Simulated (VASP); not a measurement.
Crystal: MoPt.

```
Mo Pt
1.0
     4.47661    0.00000    0.00000
     0.00000    2.73373    0.00000
     0.00000    0.00000    4.95840
Mo Pt
2 2
Direct
  0.25000 0.00000 0.16175
  0.75000 0.00000 0.83825
  0.25000 0.50000 0.66273
  0.75000 0.50000 0.33727
```

| Property | Result |
| --- | --- |
| Program | VASP 6.6.1 |
| Task | relaxation of cell and atoms |
| Functional | LDA |
| Potentials or basis | VASP PAW LDA potentials, release 64 (Mo_sv, Pt) |
| Cutoff | 600 eV |
| k mesh | 6 × 9 × 5 |
| Occupations | fermi-dirac, width 0.05 eV |
| Spin | no spin polarisation |

At the start: pressure -9.8 GPa; volume 15.17 Å³/atom.

Question: Where does the relaxation end?

Answer: Over 11 steps the energy falls by 17.0 meV/atom and the volume is 14.68 Å³/atom (-3.3 %); space group Pmma (No. 51, to 0.05 Å).

The path:
```tsv
step	energy change (eV)	largest force (eV/Å)	pressure (GPa)	volume (Å³)
1	0.0000	0.2364	-9.77	60.68
2	0.6299	0.0289	42.57	52.91
3	-0.0637	0.2116	-0.33	58.77
4	-0.0638	0.2098	0.07	58.69
5	-0.0638	0.2090	0.28	58.65
6	-0.0671	0.0664	0.23	58.66
7	-0.0673	0.0420	0.22	58.66
8	-0.0676	0.0259	-0.60	58.82
9	-0.0678	0.0302	-0.28	58.76
10	-0.0677	0.0139	0.48	58.62
11	-0.0679	0.0201	0.03	58.70
```

Final structure:
```
CELL_PARAMETERS angstrom
4.43671 0.00000 0.00000
0.00000 2.70374 0.00000
0.00000 0.00000 4.89347
ATOMIC_POSITIONS crystal
Mo 0.25000 0.00000 0.16502
Mo 0.75000 0.00000 0.83498
Pt 0.25000 0.50000 0.66469
Pt 0.75000 0.50000 0.33531
```
